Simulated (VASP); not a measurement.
# Au: single point with BLYP

Crystal: Au.

```
Au
1.0
     4.73889    0.00000    0.00000
    -2.36945    4.10400    0.00000
     0.00000    0.00000    2.82045
Au
3
Direct
  0.00000 0.00000 0.00000
  0.33333 0.66667 0.50000
  0.66667 0.33333 0.50000
```

This cell differs from its parent crystal: volume scaled by 0.92.

```
Program                : VASP 6.6.1
Task                   : single point
Functional             : BLYP
Potentials or basis    : VASP PAW PBE potentials, release 64 (Au)
Cutoff                 : 520 eV
k mesh                 : 9 × 9 × 12
Occupations            : fermi-dirac, width 0.1 eV
Spin                   : no spin polarisation
Dipole correction      : no
Further INCAR settings : ALGO = Normal; EDIFF = 1e-06; NBANDS = 24
```

```yaml
Pressure: 10.9 GPa
```

Stress tensor (GPa, compression positive):
```
11.52  0.00  0.00
 0.00 11.52  0.00
 0.00  0.00  9.75
```

Levels at points of the mesh, in eV from the Fermi level:
```csv
k point,band 13,band 14,band 15,band 16,band 17,band 18,band 19,band 20
"(0.00, 0.00, 0.00)",-3.31,-3.31,-1.89,-1.89,2.55,3.41,5.17,5.17
"(0.00, 0.00, 0.50)",-2.18,-2.18,-1.23,0.09,0.46,6.40,6.61,7.21
```

Run time: 62 s on 1 thread of AMD EPYC 9R45 96-Core Processor (Zen 5), on a shared host, peak memory 0.2 GiB.

Caveat: the PAW data sets were made with another functional, which shifts forces and pressure a little; spin-orbit coupling is left out, which moves the levels of the heavy elements.
